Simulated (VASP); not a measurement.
# GaN (F-43m) in VASP: a series of runs

GaN is run at these levels: B3LYP, r2SCANh; tasks: single point.

Program: VASP 6.6.1. These are calculated values, not measurements. Logs are shortened: lines on timing, memory, paths and dates and some standing lists are left out, and cuts for length are marked.

**1. The cell of the first run**

The structure is cubic, space group F-43m (No. 216). The conventional cell has a = 4.595 Å, b = 4.595 Å, c = 4.595 Å, α = 90.00°, β = 90.00°, γ = 90.00°. Ga (site symmetry -43m) has 4 N at 1.99 Å within 2.6 Å. Within 2.6 Å of N (site symmetry -43m) lie 4 Ga at 1.99 Å.

**2. Single point, B3LYP**

The input, POSCAR:

```
GaN
1.0
    0.0000000000      2.2976981147      2.2976981147
    2.2976981147      0.0000000000      2.2976981147
    2.2976981147      2.2976981147      0.0000000000
Ga N
1 1
Direct
    0.0000000000      0.0000000000      0.0000000000
    0.2500000000      0.2500000000      0.2500000000
```

The input, INCAR.step1:

```
PREC = Accurate ; ENCUT = 520
EDIFF = 1E-5 ; ISMEAR = -1
SIGMA = 0.05 ; LREAL = False
LASPH = True ; NELM = 80
ALGO = Normal ; ISIF = 2
LWAVE = True ; LCHARG = False
GGA = PE ; NBANDS = 16
```

The input, INCAR.step2:

```
PREC = Accurate ; ENCUT = 520
EDIFF = 1E-7 ; ISMEAR = -1
SIGMA = 0.05 ; LREAL = False
LASPH = True ; NELM = 80
ALGO = Normal ; ISIF = 2
LWAVE = False ; LCHARG = False
GGA = B3 ; LHFCALC = True
AEXX = 0.2 ; AGGAX = 0.72
AGGAC = 0.81 ; ALDAC = 0.19
PRECFOCK = Normal ; ISTART = 1
NBANDS = 16
```

The input, KPOINTS:

```
Automatic mesh
0
Gamma
  5 5 5
```

Potentials or basis: VASP PAW PBE potentials, release 64 (Ga_d, N).

Launch:

```bash
$ cat potpaw_PBE.64/Ga_d/POTCAR potpaw_PBE.64/N/POTCAR > POTCAR
$ cp INCAR.step1 INCAR
$ mpirun -np 1 vasp_std > vasp.out
$ cp INCAR.step2 INCAR
$ mpirun -np 1 vasp_std > vasp.out
```

OUTCAR:

```text
PREC = Accurate
   ENCUT = 520
   EDIFF = 1E-7
   ISMEAR = -1
   LREAL = False
   LASPH = True
   NELM = 80
   ISIF = 2
   GGA = B3
   LHFCALC = True
   AEXX = 0.2
   PRECFOCK = Normal
   ISTART = 1

 ion  position               nearest neighbor table
   1  0.000  0.000  0.000-   2 1.99   2 1.99   2 1.99   2 1.99
   2  0.250  0.250  0.250-   1 1.99   1 1.99   1 1.99   1 1.99

  LATTYP: Found a face centered cubic cell.
 ALAT       =     4.5953962294

  Lattice vectors:

 A1 = (   0.0000000000,   2.2976981147,   2.2976981147)
 A2 = (   2.2976981147,   0.0000000000,   2.2976981147)
 A3 = (   2.2976981147,   2.2976981147,   0.0000000000)

Analysis of symmetry for initial positions (statically):
=====================================================================
 Subroutine PRICEL returns:
 Original cell was already a primitive cell.

 Routine SETGRP: Setting up the symmetry group for a
 face centered cubic supercell.

 Subroutine GETGRP returns: Found 24 space group operations
 (whereof 24 operations were pure point group operations)
 out of a pool of 48 trial point group operations.

The static configuration has the point symmetry T_d .

Analysis of symmetry for dynamics (positions and initial velocities):
=====================================================================
 Subroutine PRICEL returns:
 Original cell was already a primitive cell.

 Routine SETGRP: Setting up the symmetry group for a
 face centered cubic supercell.

 Subroutine GETGRP returns: Found 24 space group operations
 (whereof 24 operations were pure point group operations)
 out of a pool of 48 trial point group operations.

The dynamic configuration has the point symmetry T_d .

 Subroutine INISYM returns: Found 24 space group operations
 (whereof 24 operations are pure point group operations),
 and found     1 'primitive' translations

----------------------------------------------------------------------------------------

                                     Primitive cell

  volume of cell :      24.2610

  direct lattice vectors                    reciprocal lattice vectors
     0.000000000  2.297698115  2.297698115    -0.217609092  0.217609092  0.217609092
     2.297698115  0.000000000  2.297698115     0.217609092 -0.217609092  0.217609092
     2.297698115  2.297698115  0.000000000     0.217609092  0.217609092 -0.217609092

  length of vectors
     3.249435836  3.249435836  3.249435836     0.376910003  0.376910003  0.376910003

  position of ions in fractional coordinates (direct lattice)
     0.000000000  0.000000000  0.000000000
     0.250000000  0.250000000  0.250000000

  ion indices of the primitive-cell ions
   primitive index   ion index
                 1           1
                 2           2

----------------------------------------------------------------------------------------

 KPOINTS: Automatic mesh

Automatic generation of k-mesh.
 Grid dimensions read from file:
 generate k-points for:    5    5    5

 Generating k-lattice:

  Cartesian coordinates                     Fractional coordinates (reciprocal lattice)
    -0.043521818  0.043521818  0.043521818     0.200000000  0.000000000  0.000000000
     0.043521818 -0.043521818  0.043521818     0.000000000  0.200000000  0.000000000
     0.043521818  0.043521818 -0.043521818     0.000000000  0.000000000  0.200000000

  Length of vectors
     0.075382001  0.075382001  0.075382001

  Shift w.r.t. Gamma in fractional coordinates (k-lattice)
     0.000000000  0.000000000  0.000000000

 Subroutine IBZKPT returns following result:
 ===========================================

 Found     10 irreducible k-points:

 Following reciprocal coordinates:
            Coordinates               Weight
  0.000000  0.000000  0.000000      1.000000
  0.200000  0.000000  0.000000      8.000000
  0.400000  0.000000  0.000000      8.000000
  0.200000  0.200000  0.000000      6.000000
  0.400000  0.200000  0.000000     24.000000
 -0.400000  0.200000  0.000000     24.000000
 -0.200000  0.200000  0.000000     12.000000
  0.400000  0.400000  0.000000      6.000000
 -0.400000  0.400000  0.000000     12.000000
 -0.400000  0.400000  0.200000     24.000000
   k-points           NKPTS =     10   k-points in BZ     NKDIM =    125   number of bands    NBANDS=     16
   number of dos      NEDOS =    301   number of ions     NIONS =      2
   total plane-waves  NPLWV =  13824
   dimension x,y,z NGX =    24 NGY =   24 NGZ =   24
   dimension x,y,z NGXF=    48 NGYF=   48 NGZF=   48
   ions per type =               1   1
   NGX,Y,Z   is equivalent  to a cutoff of  12.28, 12.28, 12.28 a.u.
   NGXF,Y,Z  is equivalent  to a cutoff of  24.56, 24.56, 24.56 a.u.
 SYSTEM =  unknown system
   PREC   = accura    normal or accurate (medium, high low for compatibility)
   ISTART =      1    job   : 0-new  1-cont  2-samecut
   ICHARG =      0    charge: 1-file 2-atom 10-const
   ISPIN  =      1    spin polarized calculation?
   LNONCOLLINEAR =      F non collinear calculations
   LSORBIT =      F    spin-orbit coupling
   LASPH  =      T    aspherical Exc in radial PAW
   ENCUT  =  520.0 eV  38.22 Ry    6.18 a.u.   6.04  6.04  6.04*2*pi/ulx,y,z
   NELM   =     80;   NELMIN=  2; NELMDL=  0     # of ELM steps
   EDIFF  = 0.1E-06   stopping-criterion for ELM
   LREAL  =      F    real-space projection
   EDIFFG = 0.1E-05   stopping-criterion for IOM
   NSW    =      0    number of steps for IOM
   IBRION =     -1    ionic relax: 0-MD 1-quasi-New 2-CG
   NFREE  =      0    steps in history (QN), initial steepest desc. (CG)
   ISIF   =      2    stress and relaxation
   ISYM   =      3    0-nonsym 1-usesym 2-fastsym
   POTIM  = 0.5000    time-step for ionic-motion
   TEBEG  =    0.0;   TEEND  =   0.0 temperature during run
   PSTRESS=    0.0 pullay stress
   NELECT =      18.0000    total number of electrons
   NUPDOWN=      -1.0000    fix difference up-down
   EMIN   =  10.00;   EMAX   =-10.00  energy-range for DOS
   EFERMI =   0.00;   METHOD = LEGACY
   ISMEAR =    -1;   SIGMA  =   0.05  broadening in eV -4-tet -1-fermi 0-gaus
   EFERMI_NEDOS =   21; number of points for ismear=-14 and -15
   IALGO  =     38    algorithm
   IMIX   =      1    mixing-type and parameters
     AMIX     =   0.40;   BMIX     =  1.00
     AMIX_MAG =   1.60;   BMIX_MAG =  1.00
  volume/ion in A,a.u.               =      12.13        81.86
  Fermi-wavevector in a.u.,A,eV,Ry     =   1.482049  2.800667 29.884797  2.196471
  Thomas-Fermi vector in A             =   2.595884
   LORBIT       =      0    0 simple, 1 ext, 2 COOP (PROOUT), +10 PAW based schemes
   GGA     = B3    functional components
   LHFCALC =     T    Hartree Fock is set to
   PRECFOCK=normal    Normal, Fast or Accurate (Low or Medium for compatibility)
   ENCUT4O =  -1.0   cutoff for four orbital integrals eV
   NKREDX  =     1    reduce k-point grid by
   NKREDY  =     1    reduce k-point grid by
   NKREDZ  =     1    reduce k-point grid by
   AEXX    =    0.2000 exact exchange contribution
   HFSCREEN=    0.0000 screening length (either q_TF or 0.3 A-1)
   HFSCREENC=   0.0000 screening length for correlation (either q_TF or 0.3 A-1)
   ENCUTFOCK=  -1.0 apply spherical cutoff to Coloumb kernel
   IVDW    =     0    specifies the selected vdW correction
   LEPSILON=     F    determine dielectric tensor
   LRPA    =     F    only Hartree local field effects (RPA)
 non-spin polarized calculation
  energy-cutoff  :      520.00
  volume of cell :       24.26
 maximum number of plane-waves:       660
  NGX = 20; NGY = 20; NGZ = 20

 number of electron      17.9999985 magnetization

 Free energy of the ion-electron system (eV)
  ---------------------------------------------------
  ext. energy  EPLUGINS =         0.00000000
  ---------------------------------------------------
  free energy    TOTEN  =       -13.97704524 eV

  energy without entropy =      -13.97704524  energy(sigma->0) =      -13.97704524

 E-fermi :   4.9749     XC(G=0):  -9.0764

 val. band max:        3.9158526206   @ k =   0.0000   0.0000   0.0000
 cond. band min:       6.8972976304   @ k =   0.0000   0.0000   0.0000
 fundamental gap:      2.9814450098
 Fermi energy:         4.9749413272

 k-point     1 :       0.0000    0.0000    0.0000
  band No.  band energies     occupation
      1     -12.6808      2.00000
      2     -11.3777      2.00000
      3     -11.3777      2.00000
      4     -11.3777      2.00000
      5     -11.1177      2.00000
      6     -11.1177      2.00000
[... 8 lines left out ...]
     15      24.4400      0.00000
     16      24.4400      0.00000

 k-point     2 :       0.2000    0.0000    0.0000
  band No.  band energies     occupation
      1     -12.4682      2.00000
      2     -11.3418      2.00000
      3     -11.3418      2.00000
      4     -11.1178      2.00000
      5     -11.1178      2.00000
      6     -11.0096      2.00000
[... 8 lines left out ...]
     15      22.3519      0.00000
     16      22.3519      0.00000

 k-point     3 :       0.4000    0.0000    0.0000
  band No.  band energies     occupation
      1     -12.3628      2.00000
      2     -11.3080      2.00000
      3     -11.3080      2.00000
      4     -11.0918      2.00000
      5     -11.0918      2.00000
      6      -9.7418      2.00000
[... 8 lines left out ...]
     15      24.1610      0.00000
     16      24.1610      0.00000

 k-point     4 :       0.2000    0.2000    0.0000
  band No.  band energies     occupation
      1     -12.4158      2.00000
      2     -11.3015      2.00000
      3     -11.3015      2.00000
      4     -11.1862      2.00000
      5     -11.0970      2.00000
      6     -10.8833      2.00000
[... 8 lines left out ...]
     15      26.3248      0.00000
     16      26.8866      0.00000

 k-point     5 :       0.4000    0.2000    0.0000
  band No.  band energies     occupation
      1     -12.3324      2.00000
      2     -11.2808      2.00000
      3     -11.2504      2.00000
      4     -11.1750      2.00000
      5     -11.0785      2.00000
      6      -9.8260      2.00000
[... 8 lines left out ...]
     15      25.7631      0.00000
     16      26.3618      0.00000

 k-point     6 :      -0.4000    0.2000    0.0000
  band No.  band energies     occupation
      1     -12.3280      2.00000
      2     -11.2937      2.00000
      3     -11.2508      2.00000
      4     -11.1257      2.00000
      5     -11.0986      2.00000
      6      -9.1332      2.00000
[... 8 lines left out ...]
     15      24.1329      0.00000
     16      25.7389      0.00000

 k-point     7 :      -0.2000    0.2000    0.0000
  band No.  band energies     occupation
      1     -12.3523      2.00000
      2     -11.3043      2.00000
      3     -11.2957      2.00000
      4     -11.1348      2.00000
      5     -11.1148      2.00000
      6     -10.2308      2.00000
[... 8 lines left out ...]
     15      22.8700      0.00000
     16      25.9864      0.00000

 k-point     8 :       0.4000    0.4000    0.0000
  band No.  band energies     occupation
      1     -12.3218      2.00000
      2     -11.2649      2.00000
      3     -11.1666      2.00000
      4     -11.1666      2.00000
      5     -11.0634      2.00000
      6      -9.2695      2.00000
[... 8 lines left out ...]
     15      27.3713      0.00000
     16      29.0571      0.00000

 k-point     9 :      -0.4000    0.4000    0.0000
  band No.  band energies     occupation
      1     -12.3163      2.00000
      2     -11.2646      2.00000
      3     -11.1731      2.00000
      4     -11.1649      2.00000
      5     -11.0784      2.00000
      6      -8.7413      2.00000
[... 8 lines left out ...]
     15      27.0737      0.00000
     16      28.0166      0.00000

 k-point    10 :      -0.4000    0.4000    0.2000
  band No.  band energies     occupation
      1     -12.3120      2.00000
      2     -11.2603      2.00000
      3     -11.2303      2.00000
      4     -11.1439      2.00000
      5     -11.0954      2.00000
      6      -8.9168      2.00000
[... 8 lines left out ...]
     15      24.9571      0.00000
     16      28.4441      0.00000

------------------------ aborting loop because EDIFF is reached ----------------------------------------

  FORCE on cell =-STRESS in cart. coord.  units (eV):
  Direction    XX          YY          ZZ          XY          YZ          ZX
  --------------------------------------------------------------------------------------
  -------------------------------------------------------------------------------------
  Total       -0.8089854     -0.8089854     -0.8089854      0.0000000      0.0000000      0.0000000
  in kB      -53.4247360    -53.4247360    -53.4247360      0.0000000      0.0000000      0.0000000
  external PRESSURE =     -53.4247360 kB  Pullay stress =       0.0000000 kB

 VOLUME and BASIS-vectors are now :
 -----------------------------------------------------------------------------
  energy-cutoff  :      520.00
  volume of cell :       24.26
      direct lattice vectors                 reciprocal lattice vectors
     0.000000000  2.297698115  2.297698115    -0.217609092  0.217609092  0.217609092
     2.297698115  0.000000000  2.297698115     0.217609092 -0.217609092  0.217609092
     2.297698115  2.297698115  0.000000000     0.217609092  0.217609092 -0.217609092

 POSITION                                       TOTAL-FORCE (eV/Angst)
 -----------------------------------------------------------------------------------
      0.00000      0.00000      0.00000        -0.000000      0.000000     -0.000000
      1.14885      1.14885      1.14885         0.000000     -0.000000      0.000000
 -----------------------------------------------------------------------------------
    total drift:                               -0.000008      0.000002     -0.000003

  FREE ENERGIE OF THE ION-ELECTRON SYSTEM (eV)
  ---------------------------------------------------
  free  energy   TOTEN  =       -13.9770452363 eV

  energy  without entropy=      -13.9770452362  energy(sigma->0) =      -13.97704524
```

Run time: 20 min. Hardware: 1 thread of Intel Xeon 8259CL, shared host; peak memory 0.15 GiB.

What came out:

```
Free energy            : -13.9770 eV
Pressure               : -5.3 GPa
Band gap on the k mesh : 2.98 eV
```

Caveat: the k points lie up to 0.47 Å⁻¹ apart; the PAW data sets were made with another functional, which shifts forces and pressure a little.

**3. Single point, B3LYP**

This run uses another cell than the first one, of 11.44 Å³/atom.

The input, POSCAR:

```
GaN
1.0
    0.0000000000      2.2535006075      2.2535006075
    2.2535006075      0.0000000000      2.2535006075
    2.2535006075      2.2535006075      0.0000000000
Ga N
1 1
Direct
    0.0000000000      0.0000000000      0.0000000000
    0.2500000000      0.2500000000      0.2500000000
```

The input, INCAR.step1:

```
PREC = Accurate ; ENCUT = 520
EDIFF = 1E-5 ; ISMEAR = -1
SIGMA = 0.05 ; LREAL = F
LASPH = T ; NELM = 80
ALGO = Normal ; ISIF = 2
LWAVE = T ; NBANDS = 16
GGA = PE
```

The input, INCAR.step2:

```
PREC = Accurate ; ENCUT = 520
EDIFF = 1E-7 ; ISMEAR = -1
SIGMA = 0.05 ; LREAL = F
LASPH = T ; NELM = 80
ALGO = Normal ; ISIF = 2
LWAVE = F ; LCHARG = T
GGA = B3 ; LHFCALC = T
AEXX = 0.2 ; AGGAX = 0.72
AGGAC = 0.81 ; ALDAC = 0.19
PRECFOCK = Normal ; LELF = T
LVHAR = T ; NBANDS = 16
ISTART = 1
```

The input, KPOINTS:

```
regular mesh
0
Gamma
  6 6 6
```

Potentials or basis: VASP PAW PBE potentials, release 64 (Ga_d, N).

Launch:

```bash
$ cat potpaw_PBE.64/Ga_d/POTCAR potpaw_PBE.64/N/POTCAR > POTCAR
$ cp INCAR.step1 INCAR
$ mpirun -np 1 vasp_std > vasp.out
$ cp INCAR.step2 INCAR
$ mpirun -np 1 vasp_std > vasp.out
```

Run time: 33 min. Hardware: 1 thread of Intel Xeon 8259CL, shared host; peak memory 0.16 GiB.

Results (log left out):

| Quantity | Value |
| --- | --- |
| Free energy | -13.9788 eV |
| Pressure | 5.3 GPa |
| Band gap on the k mesh | 3.40 eV |

Levels at points of the mesh, in eV from the valence-band top:
```tsv
k point	band 7	band 8	band 9	band 10	band 11	band 12
(0.00, 0.00, 0.00)	0.00	0.00	0.00	3.40	12.21	12.21
(0.50, 0.00, 0.00)	-7.40	-1.03	-1.03	6.43	10.84	12.28
(0.50, 0.50, 0.00)	-6.49	-2.85	-2.85	5.07	8.50	13.92
```

Caveat: the cell stands under pressure; the PAW data sets were made with another functional, which shifts forces and pressure a little.

(Continued in part 2 of 2.)
